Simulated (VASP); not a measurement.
WC, 2 atoms in the cell. It takes space group P-6m2 (No. 187, hexagonal). Conventional cell: a = 2.907 Å, b = 2.907 Å, c = 2.837 Å, α = 90.00°, β = 90.00°, γ = 120.00°. Within 3.0 Å of W (site symmetry -6m2) lie 6 C at 2.20 Å and 8 W at 2.84 to 2.91 Å. Within 3.0 Å of C (site symmetry -6m2) lie 6 W at 2.20 Å and 8 C at 2.84 to 2.91 Å. 

```yaml
Program: VASP 6.6.1
Task: single point
Functional: PBE0
Potentials_or_basis: VASP PAW PBE potentials, release 64 (W_sv, C)
Cutoff: 520 eV
k_mesh: 5 × 5 × 5
Occupations: fermi-dirac, width 0.1 eV
Spin: no spin polarisation
Dipole_correction: no
Grid_for_exact_exchange_PRECFOCK: Normal
Further_INCAR_settings: ALGO = Normal; EDIFF = 1e-06; NBANDS = 16
Share_of_exact_exchange: 0.25
```

Potentials or basis: VASP PAW PBE potentials, release 64 (W_sv, C).

Launch:

```sh
$ cat potpaw_PBE.64/W_sv/POTCAR potpaw_PBE.64/C/POTCAR > POTCAR
$ cp INCAR.step1 INCAR
$ mpirun -np 1 vasp_std > vasp.out
$ cp INCAR.step2 INCAR
$ mpirun -np 1 vasp_std > vasp.out
```

Hardware: 1 thread of Intel(R) Xeon(R) Platinum 8488C (Sapphire Rapids), with other jobs on the host.

How long does it take, and how much memory?

Run time: 8.9 min on 1 thread of Intel(R) Xeon(R) Platinum 8488C (Sapphire Rapids), with other jobs on the host, peak memory 0.15 GiB. Counts: k points 15.
